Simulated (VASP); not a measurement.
Crystal: Ir.

```
Ir
1.0
     0.00000    1.91970    1.91970
     1.91970    0.00000    1.91970
     1.91970    1.91970    0.00000
Ir
1
Direct
  0.00000 0.00000 0.00000
```

Base run:

```yaml
Program: VASP 6.6.1
Functional: PBEsol
Potentials_or_basis: VASP PAW PBE potentials, release 64 (Ir)
Cutoff: 520 eV
k_mesh: 22 × 22 × 22
Occupations: gaussian, width 0.15 eV
Spin: no spin polarisation
```

Its results: pressure -1.6 GPa.

Question: The run is repeated on the same cell with these changes: potentials or basis from VASP PAW PBE potentials, release 64 (Ir) to VASP PAW PBE potentials, release 64 (Ir_sv_GW); cutoff from 520 eV to 500 eV; further incar settings from ALGO = Normal; EDIFF = 1e-06; NBANDS = 10 to ALGO = Normal; EDIFF = 1e-06; NBANDS = 14; valence electrons from 9 to 17. What comes out?

Answer: Pressure -5.8 GPa.

Caveats: the PAW data sets were made with another functional, which shifts forces and pressure a little.
